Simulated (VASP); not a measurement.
# Cd (Pm-3m) in VASP: further runs, part 2 of 3

VASP 6.6.1. The steps go on from the part before.

**3. Relaxation of cell and atoms, LDA, target pressure 10 GPa, at which the enthalpy is minimised**

File INCAR:

```
ALGO = Normal
EDIFF = 1E-6
EDIFFG = -0.01
ENCUT = 600
IBRION = 2
ISIF = 3
ISMEAR = -1
LASPH = True
LCHARG = False
LREAL = False
LWAVE = False
NELM = 100
NSW = 80
PREC = Accurate
PSTRESS = 100.0
SIGMA = 0.05
```

File KPOINTS:

```
k-points
0
Gamma
  8 8 8
```

File POSCAR:

```
Cd
1.0
    2.8700000000      0.0000000000      0.0000000000
    0.0000000000      2.8700000000      0.0000000000
    0.0000000000      0.0000000000      2.8700000000
Cd
1
Direct
    0.0000000000      0.0000000000      0.0000000000
```

Potentials or basis: VASP PAW LDA potentials, release 64 (Cd).

On the command line:

```bash
> cat potpaw_LDA.64/Cd/POTCAR > POTCAR
> mpirun -np 1 vasp_std > vasp.out
```

OUTCAR:

```text
EDIFF = 1E-6
   EDIFFG = -0.01
   ENCUT = 600
   IBRION = 2
   ISIF = 3
   ISMEAR = -1
   LASPH = True
   LREAL = False
   NELM = 100
   NSW = 80
   PREC = Accurate
   PSTRESS = 100.0

 ion  position               nearest neighbor table
   1  0.000  0.000  0.000-

  LATTYP: Found a simple cubic cell.
 ALAT       =     2.8700000000

  Lattice vectors:

 A1 = (   2.8700000000,   0.0000000000,   0.0000000000)
 A2 = (   0.0000000000,   2.8700000000,   0.0000000000)
 A3 = (   0.0000000000,   0.0000000000,   2.8700000000)

Analysis of symmetry for initial positions (statically):
=====================================================================
 Subroutine PRICEL returns:
 Original cell was already a primitive cell.

 Routine SETGRP: Setting up the symmetry group for a
 simple cubic supercell.

 Subroutine GETGRP returns: Found 48 space group operations
 (whereof 48 operations were pure point group operations)
 out of a pool of 48 trial point group operations.

The static configuration has the point symmetry O_h .

Analysis of symmetry for dynamics (positions and initial velocities):
=====================================================================
 Subroutine PRICEL returns:
 Original cell was already a primitive cell.

 Routine SETGRP: Setting up the symmetry group for a
 simple cubic supercell.

 Subroutine GETGRP returns: Found 48 space group operations
 (whereof 48 operations were pure point group operations)
 out of a pool of 48 trial point group operations.

The dynamic configuration has the point symmetry O_h .

 Subroutine INISYM returns: Found 48 space group operations
 (whereof 48 operations are pure point group operations),
 and found     1 'primitive' translations

----------------------------------------------------------------------------------------

                                     Primitive cell
[... 116 lines left out ...]
   AEXX    =    0.0000 exact exchange contribution
   IVDW    =     0    specifies the selected vdW correction
   LEPSILON=     F    determine dielectric tensor
   LRPA    =     F    only Hartree local field effects (RPA)
 conjugate gradient relaxation of ions
 non-spin polarized calculation
  energy-cutoff  :      600.00
  volume of cell :       23.64
 maximum number of plane-waves:       840
 NGX is ok and might be reduce to    24
   NGX = 11   NGY = 11   NGZ = 11

--------------------------------------- Ionic step        1  -------------------------------------------

 number of electron      11.9999997 magnetization

 Free energy of the ion-electron system (eV)
  ---------------------------------------------------
  ext. energy  EPLUGINS =         0.00000000
  ---------------------------------------------------
  free energy    TOTEN  =        -1.35415154 eV

  energy without entropy =       -1.35224974  energy(sigma->0) =       -1.35320064

------------------------ aborting loop because EDIFF is reached ----------------------------------------

  FORCE on cell =-STRESS in cart. coord.  units (eV):
  Direction    XX          YY          ZZ          XY          YZ          ZX
  --------------------------------------------------------------------------------------
  -------------------------------------------------------------------------------------
  Total       -0.0453064     -0.0453064     -0.0453064      0.0000000      0.0000000      0.0000000
  in kB       -3.0706072     -3.0706072     -3.0706072      0.0000000      0.0000000      0.0000000
  external PRESSURE =    -103.0706072 kB  Pullay stress =     100.0000000 kB
[... 172 lines left out ...]
--------------------------------------- Ionic step        6  -------------------------------------------

 number of electron      11.9999995 magnetization

 Free energy of the ion-electron system (eV)
  ---------------------------------------------------
  ext. energy  EPLUGINS =         0.00000000
  ---------------------------------------------------
  free energy    TOTEN  =        -1.27583679 eV

  energy without entropy =       -1.27339368  energy(sigma->0) =       -1.27461524

 E-fermi :   3.0262     XC(G=0): -11.5320

 val. band max:        2.8602566982   @ k =   0.5000   0.3750   0.1250
 cond. band min:       3.0710215443   @ k =   0.5000   0.3750   0.0000
 fundamental gap:      0.2107648462
 Fermi energy:         3.0262174854

 k-point     1 :       0.0000    0.0000    0.0000
  band No.  band energies     occupation
      1      -7.5514      2.00000
      2      -7.5514      2.00000
      3      -6.2769      2.00000
      4      -5.2875      2.00000
      5      -5.2875      2.00000
      6      -5.2875      2.00000
      7      14.2810      0.00000
      8      14.2810      0.00000
      9      14.2810      0.00000
     10      18.6168      0.00000
[... 287 lines left out ...]
 k-point    24 :       0.5000    0.3750    0.1250
  band No.  band energies     occupation
      1      -7.1042      2.00000
      2      -6.6356      2.00000
      3      -6.0773      2.00000
      4      -5.9588      2.00000
      5      -5.0078      2.00000
      6       2.8603      1.93016
      7       3.5278      0.00009
      8       8.7904      0.00000
      9      10.8604      0.00000
     10      19.2904      0.00000

 [... further k-points ...]
[... 5 lines left out ...]
  --------------------------------------------------------------------------------------
  -------------------------------------------------------------------------------------
  Total        1.2874016      1.2874016      1.2874016      0.0000000     -0.0000000     -0.0000000
  in kB      100.0741256    100.0741256    100.0741256      0.0000000     -0.0000000     -0.0000000
  external PRESSURE =       0.0741256 kB  Pullay stress =     100.0000000 kB
[... 20 lines left out ...]
  energy  without entropy=       -1.2733936799  energy(sigma->0) =       -1.27461524

  enthalpy is  TOTEN    =         0.0106112480 eV   P V=        1.2864480416

 reached required accuracy - stopping structural energy minimisation
```

OSZICAR:

```text
N       E                     dE             d eps       ncg     rms          rms(c)
DAV:   1     0.761359203219E+02    0.76136E+02   -0.75311E+03   732   0.131E+03
DAV:   2    -0.116535074656E+00   -0.76252E+02   -0.72452E+02   724   0.276E+02
DAV:   3    -0.142038674251E+01   -0.13039E+01   -0.13033E+01   774   0.430E+01
[... 42 lines left out ...]
DAV:   1    -0.127624611362E+01    0.16496E-02   -0.81509E-03   752   0.139E+00    0.142E-01
DAV:   2    -0.127586513537E+01    0.38098E-03   -0.11896E-03   756   0.539E-01    0.454E-02
DAV:   3    -0.127584129262E+01    0.23843E-04   -0.56796E-05   754   0.102E-01    0.353E-02
DAV:   4    -0.127583677021E+01    0.45224E-05   -0.41326E-06   704   0.228E-02    0.213E-03
DAV:   5    -0.127583679359E+01   -0.23378E-07   -0.13864E-07   350   0.492E-03
   6 F= 0.10611248E-01 E0= 0.11832805E-01  d E =-.199393E-04
```

CONTCAR:

```text
Cd
   1.00000000000000
     2.7417905644241496   -0.0000000000000000    0.0000000000000000
     0.0000000000000000    2.7417905644241496   -0.0000000000000000
    -0.0000000000000000    0.0000000000000000    2.7417905644241496
  Cd
     1
Direct
     0.0000000000000000    0.0000000000000000    0.0000000000000000

  0.00000000E+00  0.00000000E+00  0.00000000E+00
```

It took 34 s on 1 thread of Intel Xeon 6975P-C, shared host; peak memory 0.14 GiB.

What came out:

| Property | Result |
| --- | --- |
| Free energy | -1.2758 eV |
| Relaxed volume | 20.61 Å³/atom |
| Relaxed cell | a = 2.742 Å, b = 2.742 Å, c = 2.742 Å, α = 90.00°, β = 90.00°, γ = 90.00° |
| Space group after relaxing (to 0.05 Å) | Pm-3m (No. 221) |
| Energy change on relaxing (the enthalpy is what falls) | +78.3 meV/atom |
| Ionic steps | 6 |
| Pressure after relaxing | 10.0 GPa |
| Band gap on the k mesh | zero (band 6 reaches 8.20 eV, above the bottom of band 7 at 0.44 eV) |

Step by step:
```csv
step,energy change (eV),largest force (eV/Å),pressure (GPa),volume (Å³)
1,0.0000,0.0000,-0.31,23.64
2,0.2495,0.0000,21.36,18.81
3,0.0770,0.0000,9.88,20.63
4,0.0806,0.0000,10.20,20.57
5,0.0763,0.0000,9.82,20.64
6,0.0783,0.0000,10.01,20.61
```

Final structure:
```
CELL_PARAMETERS angstrom
2.74179 0.00000 0.00000
0.00000 2.74179 0.00000
0.00000 0.00000 2.74179
ATOMIC_POSITIONS crystal
Cd 0.00000 0.00000 0.00000
```

Caveat: the cell is relaxed towards a set pressure, so the enthalpy falls and the energy may rise.

(Part 2 of 3 ends here.)
